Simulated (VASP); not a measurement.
# GaSb (F-43m) in VASP: a series of runs

Runs on GaSb. Level: PBEsol. Tasks: single point.

Program: VASP 6.6.1. These are calculated values, not measurements. Logs are shortened: lines on timing, memory, paths and dates and some standing lists are left out, and cuts for length are marked.

### Step 1. The cell of the first run

Symmetry: F-43m, No. 216, cubic system. Conventional cell: a = 6.057 Å, b = 6.057 Å, c = 6.057 Å, α = 90.00°, β = 90.00°, γ = 90.00°. Within 3.5 Å of Ga (site symmetry -43m) lie 4 Sb at 2.62 Å. Within 3.5 Å of Sb (site symmetry -43m) lie 4 Ga at 2.62 Å.

### Step 2. Single point, PBEsol

The input, INCAR:

```
SYSTEM = GaSb
ALGO = Normal
EDIFF = 1E-6
ENCUT = 500
GGA = PS
GGA_COMPAT = .FALSE.
ISIF = 2
ISMEAR = 0
LASPH = .TRUE.
LCHARG = .TRUE.
LELF = .TRUE.
LREAL = .FALSE.
LVHAR = .TRUE.
LWAVE = .FALSE.
NBANDS = 16
NELM = 120
PREC = Accurate
SIGMA = 0.05
```

The input, KPOINTS:

```
k-points
0
G
  6 6 6
  0 0 0
```

The input, POSCAR:

```
GaSb
1.0
    0.0000000000      3.0283176320      3.0283176320
    3.0283176320      0.0000000000      3.0283176320
    3.0283176320      3.0283176320      0.0000000000
Ga Sb
1 1
Direct
    0.0000000000      0.0000000000      0.0000000000
    0.2500000000      0.2500000000      0.2500000000
```

Potentials or basis: VASP PAW PBE potentials, release 64 (Ga_d, Sb).

Run with:

```
$ cat potpaw_PBE.64/Ga_d/POTCAR potpaw_PBE.64/Sb/POTCAR > POTCAR
$ mpirun -np 1 vasp_std > vasp.out
```

OUTCAR:

```text
SYSTEM = GaSb
   EDIFF = 1E-6
   ENCUT = 500
   GGA = PS
   ISIF = 2
   ISMEAR = 0
   LASPH = .TRUE.
   LREAL = .FALSE.
   NELM = 120
   PREC = Accurate

 ion  position               nearest neighbor table
   1  0.000  0.000  0.000-   2 2.62   2 2.62   2 2.62   2 2.62
   2  0.250  0.250  0.250-   1 2.62   1 2.62   1 2.62   1 2.62

  LATTYP: Found a face centered cubic cell.
 ALAT       =     6.0566352640

  Lattice vectors:

 A1 = (   0.0000000000,   3.0283176320,   3.0283176320)
 A2 = (   3.0283176320,   0.0000000000,   3.0283176320)
 A3 = (   3.0283176320,   3.0283176320,   0.0000000000)

Analysis of symmetry for initial positions (statically):
=====================================================================
 Subroutine PRICEL returns:
 Original cell was already a primitive cell.

 Routine SETGRP: Setting up the symmetry group for a
 face centered cubic supercell.

 Subroutine GETGRP returns: Found 24 space group operations
 (whereof 24 operations were pure point group operations)
 out of a pool of 48 trial point group operations.

The static configuration has the point symmetry T_d .

Analysis of symmetry for dynamics (positions and initial velocities):
=====================================================================
 Subroutine PRICEL returns:
 Original cell was already a primitive cell.

 Routine SETGRP: Setting up the symmetry group for a
 face centered cubic supercell.

 Subroutine GETGRP returns: Found 24 space group operations
 (whereof 24 operations were pure point group operations)
 out of a pool of 48 trial point group operations.

The dynamic configuration has the point symmetry T_d .

 Subroutine INISYM returns: Found 24 space group operations
 (whereof 24 operations are pure point group operations),
 and found     1 'primitive' translations

----------------------------------------------------------------------------------------

                                     Primitive cell

  volume of cell :      55.5436

  direct lattice vectors                    reciprocal lattice vectors
     0.000000000  3.028317632  3.028317632    -0.165108176  0.165108176  0.165108176
     3.028317632  0.000000000  3.028317632     0.165108176 -0.165108176  0.165108176
     3.028317632  3.028317632  0.000000000     0.165108176  0.165108176 -0.165108176

  length of vectors
     4.282687866  4.282687866  4.282687866     0.285975749  0.285975749  0.285975749

  position of ions in fractional coordinates (direct lattice)
     0.000000000  0.000000000  0.000000000
     0.250000000  0.250000000  0.250000000

  ion indices of the primitive-cell ions
   primitive index   ion index
                 1           1
                 2           2

----------------------------------------------------------------------------------------

 KPOINTS: k-points

Automatic generation of k-mesh.
 Grid dimensions read from file:
 generate k-points for:    6    6    6

 Generating k-lattice:

  Cartesian coordinates                     Fractional coordinates (reciprocal lattice)
    -0.027518029  0.027518029  0.027518029     0.166666667  0.000000000  0.000000000
     0.027518029 -0.027518029  0.027518029     0.000000000  0.166666667  0.000000000
     0.027518029  0.027518029 -0.027518029     0.000000000  0.000000000  0.166666667

  Length of vectors
     0.047662625  0.047662625  0.047662625

  Shift w.r.t. Gamma in fractional coordinates (k-lattice)
     0.000000000  0.000000000  0.000000000

 Subroutine IBZKPT returns following result:
 ===========================================

 Found     16 irreducible k-points:

 Following reciprocal coordinates:
            Coordinates               Weight
  0.000000  0.000000  0.000000      1.000000
  0.166667  0.000000  0.000000      8.000000
  0.333333  0.000000  0.000000      8.000000
  0.500000  0.000000  0.000000      4.000000
  0.166667  0.166667  0.000000      6.000000
  0.333333  0.166667  0.000000     24.000000
[... 8 lines left out ...]
 -0.333333  0.333333  0.166667     24.000000
 -0.333333  0.500000  0.166667     12.000000
   k-points           NKPTS =     16   k-points in BZ     NKDIM =     16   number of bands    NBANDS=     16
   number of dos      NEDOS =    301   number of ions     NIONS =      2
   total plane-waves  NPLWV =  32768
   dimension x,y,z NGX =    32 NGY =   32 NGZ =   32
   dimension x,y,z NGXF=    64 NGYF=   64 NGZF=   64
   ions per type =               1   1
   NGX,Y,Z   is equivalent  to a cutoff of  12.42, 12.42, 12.42 a.u.
   NGXF,Y,Z  is equivalent  to a cutoff of  24.84, 24.84, 24.84 a.u.
 SYSTEM =  GaSb
   PREC   = accura    normal or accurate (medium, high low for compatibility)
   ISTART =      0    job   : 0-new  1-cont  2-samecut
   ICHARG =      2    charge: 1-file 2-atom 10-const
   ISPIN  =      1    spin polarized calculation?
   LNONCOLLINEAR =      F non collinear calculations
   LSORBIT =      F    spin-orbit coupling
   LASPH  =      T    aspherical Exc in radial PAW
   ENCUT  =  500.0 eV  36.75 Ry    6.06 a.u.   7.81  7.81  7.81*2*pi/ulx,y,z
   NELM   =    120;   NELMIN=  2; NELMDL= -5     # of ELM steps
   EDIFF  = 0.1E-05   stopping-criterion for ELM
   LREAL  =      F    real-space projection
   EDIFFG = 0.1E-04   stopping-criterion for IOM
   NSW    =      0    number of steps for IOM
   IBRION =     -1    ionic relax: 0-MD 1-quasi-New 2-CG
   NFREE  =      0    steps in history (QN), initial steepest desc. (CG)
   ISIF   =      2    stress and relaxation
   ISYM   =      2    0-nonsym 1-usesym 2-fastsym
   POTIM  = 0.5000    time-step for ionic-motion
   TEBEG  =    0.0;   TEEND  =   0.0 temperature during run
   PSTRESS=    0.0 pullay stress
   NELECT =      18.0000    total number of electrons
   NUPDOWN=      -1.0000    fix difference up-down
   EMIN   =  10.00;   EMAX   =-10.00  energy-range for DOS
   EFERMI =   0.00;   METHOD = LEGACY
   ISMEAR =     0;   SIGMA  =   0.05  broadening in eV -4-tet -1-fermi 0-gaus
   EFERMI_NEDOS =   21; number of points for ismear=-14 and -15
   IALGO  =     38    algorithm
   IMIX   =      4    mixing-type and parameters
     AMIX     =   0.40;   BMIX     =  1.00
     AMIX_MAG =   1.60;   BMIX_MAG =  1.00
  volume/ion in A,a.u.               =      27.77       187.41
  Fermi-wavevector in a.u.,A,eV,Ry     =   1.124486  2.124971 17.204157  1.264470
  Thomas-Fermi vector in A             =   2.261159
   LORBIT       =      0    0 simple, 1 ext, 2 COOP (PROOUT), +10 PAW based schemes
   GGA     = PS    functional components
   LHFCALC =     F    Hartree Fock is set to
   AEXX    =    0.0000 exact exchange contribution
   IVDW    =     0    specifies the selected vdW correction
   LEPSILON=     F    determine dielectric tensor
   LRPA    =     F    only Hartree local field effects (RPA)
 non-spin polarized calculation
 Gauss-broadening in eV      SIGMA  =   0.05
  energy-cutoff  :      500.00
  volume of cell :       55.54
 maximum number of plane-waves:      1420
   NGX = 15   NGY = 15   NGZ = 15

 number of electron      17.9999988 magnetization

 Free energy of the ion-electron system (eV)
  ---------------------------------------------------
  ext. energy  EPLUGINS =         0.00000000
  ---------------------------------------------------
  free energy    TOTEN  =        -8.11424728 eV

  energy without entropy =       -8.11424061  energy(sigma->0) =       -8.11424395

 E-fermi :   5.1617     XC(G=0):  -9.3940

 val. band max:        5.0531418832   @ k =   0.0000   0.0000   0.0000
 cond. band min:       5.2581767903   @ k =   0.0000   0.0000   0.0000
 fundamental gap:      0.2050349071
 Fermi energy:         5.1617470480

 k-point     1 :       0.0000    0.0000    0.0000
  band No.  band energies     occupation
      1     -10.0195      2.00000
      2     -10.0195      2.00000
      3     -10.0195      2.00000
      4      -9.9646      2.00000
      5      -9.9646      2.00000
      6      -6.6664      2.00000
[... 8 lines left out ...]
     15      13.7084      0.00000
     16      13.7084      0.00000

 k-point     2 :       0.1667    0.0000    0.0000
  band No.  band energies     occupation
      1     -10.0278      2.00000
      2     -10.0161      2.00000
      3     -10.0161      2.00000
      4      -9.9649      2.00000
      5      -9.9649      2.00000
      6      -6.3727      2.00000
[... 8 lines left out ...]
     15      12.6347      0.00000
     16      12.6347      0.00000

 k-point     3 :       0.3333    0.0000    0.0000
  band No.  band energies     occupation
      1     -10.0438      2.00000
      2     -10.0100      2.00000
      3     -10.0100      2.00000
      4      -9.9649      2.00000
      5      -9.9649      2.00000
      6      -5.5852      2.00000
[... 8 lines left out ...]
     15      13.1675      0.00000
     16      13.1675      0.00000

 k-point     4 :       0.5000    0.0000    0.0000
  band No.  band energies     occupation
      1     -10.0516      2.00000
      2     -10.0075      2.00000
      3     -10.0075      2.00000
      4      -9.9643      2.00000
      5      -9.9643      2.00000
      6      -4.9549      2.00000
[... 8 lines left out ...]
     15      15.0091      0.00000
     16      15.0091      0.00000
[... 172 lines left out ...]
 k-point    14 :       0.5000    0.3333    0.1667
  band No.  band energies     occupation
      1     -10.0566      2.00000
      2     -10.0032      2.00000
      3     -10.0000      2.00000
      4      -9.9708      2.00000
      5      -9.9631      2.00000
      6      -4.9096      2.00000
[... 8 lines left out ...]
     15      14.1318      0.00000
     16      16.1251      0.00000

 k-point    15 :      -0.3333    0.3333    0.1667
  band No.  band energies     occupation
      1     -10.0601      2.00000
      2     -10.0024      2.00000
      3      -9.9971      2.00000
      4      -9.9699      2.00000
      5      -9.9645      2.00000
      6      -4.3419      2.00000
[... 8 lines left out ...]
     15      15.5766      0.00000
     16      15.8316      0.00000

 k-point    16 :      -0.3333    0.5000    0.1667
  band No.  band energies     occupation
      1     -10.0653      2.00000
      2      -9.9983      2.00000
      3      -9.9934      2.00000
      4      -9.9737      2.00000
      5      -9.9628      2.00000
      6      -4.0391      2.00000
[... 8 lines left out ...]
     15      15.2264      0.00000
     16      16.5398      0.00000

------------------------ aborting loop because EDIFF is reached ----------------------------------------

  FORCE on cell =-STRESS in cart. coord.  units (eV):
  Direction    XX          YY          ZZ          XY          YZ          ZX
  --------------------------------------------------------------------------------------
  -------------------------------------------------------------------------------------
  Total        0.5326145      0.5326145      0.5326145     -0.0000000      0.0000000      0.0000000
  in kB       15.3634693     15.3634693     15.3634693     -0.0000000      0.0000000      0.0000000
  external PRESSURE =      15.3634693 kB  Pullay stress =       0.0000000 kB

 VOLUME and BASIS-vectors are now :
 -----------------------------------------------------------------------------
  energy-cutoff  :      500.00
  volume of cell :       55.54
      direct lattice vectors                 reciprocal lattice vectors
     0.000000000  3.028317632  3.028317632    -0.165108176  0.165108176  0.165108176
     3.028317632  0.000000000  3.028317632     0.165108176 -0.165108176  0.165108176
     3.028317632  3.028317632  0.000000000     0.165108176  0.165108176 -0.165108176

 POSITION                                       TOTAL-FORCE (eV/Angst)
 -----------------------------------------------------------------------------------
      0.00000      0.00000      0.00000         0.000000     -0.000000      0.000000
      1.51416      1.51416      1.51416        -0.000000      0.000000     -0.000000
 -----------------------------------------------------------------------------------
    total drift:                                0.000000      0.000000      0.000001

  FREE ENERGIE OF THE ION-ELECTRON SYSTEM (eV)
  ---------------------------------------------------
  free  energy   TOTEN  =        -8.1142472784 eV

  energy  without entropy=       -8.1142406120  energy(sigma->0) =       -8.11424395
```

It took 9.7 s on 1 thread of AMD EPYC 7R13 (Zen 3), shared host; peak memory 0.15 GiB.

Results:

| Quantity | Value |
| --- | --- |
| Free energy | -8.1142 eV |
| Pressure | 1.5 GPa |
| Band gap on the k mesh | 0.21 eV, direct |

Levels at points of the mesh, in eV from the valence-band top:
```
           k point  band 7  band 8  band 9  band 10  band 11  band 12
(0.00, 0.00, 0.00)    0.00    0.00    0.00     0.21     2.74     2.74
(0.50, 0.00, 0.00)   -6.55   -1.21   -1.21     0.41     3.71     3.71
(0.50, 0.50, 0.00)   -6.98   -2.70   -2.70     0.80     1.10     8.86
```

Caveat: the PAW data sets were made with another functional, which shifts forces and pressure a little; spin-orbit coupling is left out, which moves the levels of the heavy elements.

### Step 3. Single point, PBEsol

This run uses another cell than the first one, of 28.10 Å³/atom, 1.012 times its volume.

The input, INCAR:

```
SYSTEM = GaSb
PREC = Accurate
ENCUT = 500
EDIFF = 1E-6
ISMEAR = 0
SIGMA = 0.05
LREAL = .FALSE.
LASPH = .TRUE.
NELM = 120
ALGO = Normal
ISIF = 2
LWAVE = .FALSE.
LCHARG = .FALSE.
GGA = PS
NBANDS = 16
GGA_COMPAT = .FALSE.
```

The input, KPOINTS:

```
regular mesh
0
G
  6 6 6
  0 0 0
```

The input, POSCAR:

```
GaSb
1.0
    0.0000000000      3.0403276560      3.0403276560
    3.0403276560      0.0000000000      3.0403276560
    3.0403276560      3.0403276560      0.0000000000
Ga Sb
1 1
Direct
    0.0000000000      0.0000000000      0.0000000000
    0.2500000000      0.2500000000      0.2500000000
```

Potentials or basis: VASP PAW PBE potentials, release 64 (Ga_d, Sb).

Run with:

```
$ cat potpaw_PBE.64/Ga_d/POTCAR potpaw_PBE.64/Sb/POTCAR > POTCAR
$ mpirun -np 1 vasp_std > vasp.out
```

Wall time 9 s (1 thread of AMD EPYC 7R13 (Zen 3), shared host); peak memory 0.15 GiB.

It converged, with:

| Quantity | Value |
| --- | --- |
| Free energy | -8.1192 eV |
| Pressure | 0.9 GPa |
| Band gap on the k mesh | 0.12 eV, direct |

Levels at points of the mesh, in eV from the valence-band top:
| k point | band 6 | band 7 | band 8 | band 9 | band 10 | band 11 | band 12 | band 13 |
| --- | --- | --- | --- | --- | --- | --- | --- | --- |
| (0.00, 0.00, 0.00) | -11.63 | 0.00 | 0.00 | 0.00 | 0.12 | 2.75 | 2.75 | 2.75 |
| (0.50, 0.00, 0.00) | -9.95 | -6.49 | -1.19 | -1.19 | 0.38 | 3.71 | 3.71 | 6.30 |
| (0.50, 0.50, 0.00) | -9.09 | -6.92 | -2.65 | -2.65 | 0.82 | 1.12 | 8.78 | 8.78 |

Caveat: the PAW data sets were made with another functional, which shifts forces and pressure a little; spin-orbit coupling is left out, which moves the levels of the heavy elements.

### Step 4. Single point, PBEsol

This run uses another cell than the first one, of 28.52 Å³/atom, 1.027 times its volume.

The input, INCAR:

```
  PREC = Accurate
  ENCUT = 500
  EDIFF = 1E-6
  ISMEAR = 0
  SIGMA = 0.05
  LREAL = F
  LASPH = T
  NELM = 120
  ALGO = Normal
  ISIF = 2
  LWAVE = F
  LCHARG = F
  GGA = PS
  NBANDS = 16
  GGA_COMPAT = F
```

The input, KPOINTS:

```
regular mesh
0
Gamma
  6 6 6
```

The input, POSCAR:

```
GaSb
1.0
    0.0000000000      3.0552163256      3.0552163256
    3.0552163256      0.0000000000      3.0552163256
    3.0552163256      3.0552163256      0.0000000000
Ga Sb
1 1
Direct
    0.0000000000      0.0000000000      0.0000000000
    0.2500000000      0.2500000000      0.2500000000
```

Run with:

```
$ cat potpaw_PBE.64/Ga_d/POTCAR potpaw_PBE.64/Sb/POTCAR > POTCAR
$ mpirun -np 1 vasp_std > vasp.out
```

It took 9.2 s on 1 thread of AMD EPYC 7R13 (Zen 3), shared host; peak memory 0.15 GiB.

The run converged. Its results:

* Free energy: -8.1219 eV
* Pressure: 0.2 GPa

Levels at points of the mesh, in eV from the Fermi level:
```
           k point  band 7  band 8  band 9  band 10  band 11  band 12
(0.00, 0.00, 0.00)   -0.03   -0.03   -0.03    -0.01     2.72     2.72
(0.50, 0.00, 0.00)   -6.44   -1.19   -1.19     0.32     3.68     3.68
(0.50, 0.50, 0.00)   -6.88   -2.63   -2.63     0.80     1.12     8.66
```

Caveat: the PAW data sets were made with another functional, which shifts forces and pressure a little; spin-orbit coupling is left out, which moves the levels of the heavy elements.

### Step 5. Single point, PBEsol (volume scaled by 1.000 of the coarse rest volume)

The input, INCAR:

```
SYSTEM = GaSb
  PREC = Accurate
  ENCUT = 500
  EDIFF = 1E-6
  ISMEAR = -1
  SIGMA = 0.15
  LREAL = .FALSE.
  LASPH = .TRUE.
  NELM = 120
  ALGO = Normal
  ISIF = 2
  LWAVE = .FALSE.
  LCHARG = .TRUE.
  GGA = PS
  LELF = .TRUE.
  LVHAR = .TRUE.
  NBANDS = 16
  GGA_COMPAT = .FALSE.
```

The input, KPOINTS:

```
Automatic mesh
0
G
  8 8 8
  0 0 0
```

The input, POSCAR:

```
GaSb
1.0
    0.0000000000      3.0552000000      3.0552000000
    3.0552000000      0.0000000000      3.0552000000
    3.0552000000      3.0552000000      0.0000000000
Ga Sb
1 1
Direct
    0.0000000000      0.0000000000      0.0000000000
    0.2500000000      0.2500000000      0.2500000000
```

Run with:

```
$ cat potpaw_PBE.64/Ga_d/POTCAR potpaw_PBE.64/Sb/POTCAR > POTCAR
$ mpirun -np 1 vasp_std > vasp.out
```

Run time: 15 s. Hardware: 1 thread of AMD EPYC 7R13 (Zen 3), shared host; peak memory 0.15 GiB.

Results (log left out):

```yaml
Free_energy: -8.1512 eV
Pressure: 0.2 GPa
```

Levels at points of the mesh, in eV from the Fermi level:
```
           k point  band 6  band 7  band 8  band 9  band 10  band 11  band 12  band 13
(0.00, 0.00, 0.00)  -11.67   -0.14   -0.14   -0.14    -0.13     2.61     2.61     2.61
(0.50, 0.00, 0.00)  -10.03   -6.56   -1.31   -1.31     0.21     3.57     3.57     6.17
(0.50, 0.50, 0.00)   -9.20   -6.99   -2.74   -2.74     0.69     1.01     8.55     8.55
```

Caveat: the cell differs from its parent crystal (volume scaled by 1.000 of the coarse rest volume); the PAW data sets were made with another functional, which shifts forces and pressure a little; spin-orbit coupling is left out, which moves the levels of the heavy elements.

### Step 6. Summary

```tsv
cell	k mesh	smearing	gap on the mesh (eV)	pressure (GPa)
a = 4.283 Å, angles 60.0°, 2 atoms	6 × 6 × 6	gaussian 0.05 eV	0.21	1.5
a = 4.300 Å, angles 60.0°, 2 atoms	6 × 6 × 6	gaussian 0.05 eV	0.12	0.9
a = 4.321 Å, angles 60.0°, 2 atoms	6 × 6 × 6	gaussian 0.05 eV	-	0.2
a = 4.321 Å, angles 60.0°, 2 atoms	8 × 8 × 8	fermi-dirac 0.15 eV	-	0.2
```

Alike in all rows: task single point; level PBEsol; potentials or basis VASP PAW PBE potentials, release 64 (Ga_d, Sb); no spin polarisation; cutoff (eV) 500.

Caveats: the PAW data sets were made with another functional, which shifts forces and pressure a little; spin-orbit coupling is left out, which moves the levels of the heavy elements.

Total energies depend on the potentials used, so only differences within one code and one set of settings carry meaning.
